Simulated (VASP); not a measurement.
Input of a VASP 6.6.1 run:

The input INCAR:

```
SYSTEM = MnS
ALGO     = Normal         ! electronic algorithm
EDIFF    = 1E-6           ! SCF threshold, eV
ENCUT    = 680            ! plane-wave cutoff, eV
GGA      = PS             ! functional
GGA_COMPAT= .False.      
ISIF     = 2              ! what is computed and relaxed
ISMEAR   = -1             ! smearing method
ISPIN    = 2              ! spin polarisation
LASPH    = .True.         ! aspherical terms in the spheres
LCHARG   = .False.        ! write CHGCAR
LDAU     = .True.         ! DFT+U
LDAUJ    = 0 0          
LDAUL    = 2 -1           ! shell
LDAUPRINT= 1            
LDAUTYPE = 2            
LDAUU    = 1 0            ! U, eV
LMAXMIX  = 4              ! l up to which the mixer works
LORBIT   = 11             ! projections on sites
LREAL    = .False.        ! projectors in reciprocal space
LWAVE    = .False.        ! write WAVECAR
MAGMOM   = 4 0            ! initial moments
NBANDS   = 22             ! bands
NELM     = 200            ! most SCF steps
PREC     = Accurate       ! precision mode
SIGMA    = 0.05           ! smearing width, eV
```

KPOINTS

```
k-points
0
Gamma
  9 9 9
  0 0 0
```

Contents of POSCAR:

```
MnS
1.0
    0.0000000000      2.7966902180      2.7966902180
    2.7966902180      0.0000000000      2.7966902180
    2.7966902180      2.7966902180      0.0000000000
Mn S
1 1
Direct
    0.0000000000      0.0000000000      0.0000000000
    0.7500000000      0.7500000000      0.7500000000
```

Potentials or basis: VASP PAW PBE potentials, release 64 (Mn_sv, S).

Launch:

```bash
$ cat potpaw_PBE.64/Mn_sv/POTCAR potpaw_PBE.64/S/POTCAR > POTCAR
$ mpirun -np 1 vasp_std > vasp.out
```

Predict the site moments.

Mn +4.20; S +0.07 μB.

Estimate the pressure.

-0.3 GPa.

Eigenvalues of the final occupation matrices:
```
    site  spin  trace               eigenvalues
site 1 d     1   4.39  0.88 0.88 0.88 0.88 0.88
site 1 d     2   0.24  0.02 0.02 0.07 0.07 0.07
```

Caveat: the smearing spreads over this small gap; the PAW data sets were made with another functional, which shifts forces and pressure a little; an odd mesh through Γ misses points on the zone boundary, where band edges can lie; a cell with one magnetic atom can't hold antiferromagnetic order, which such compounds often take. The state reached can hang on the start; a lower one may exist.
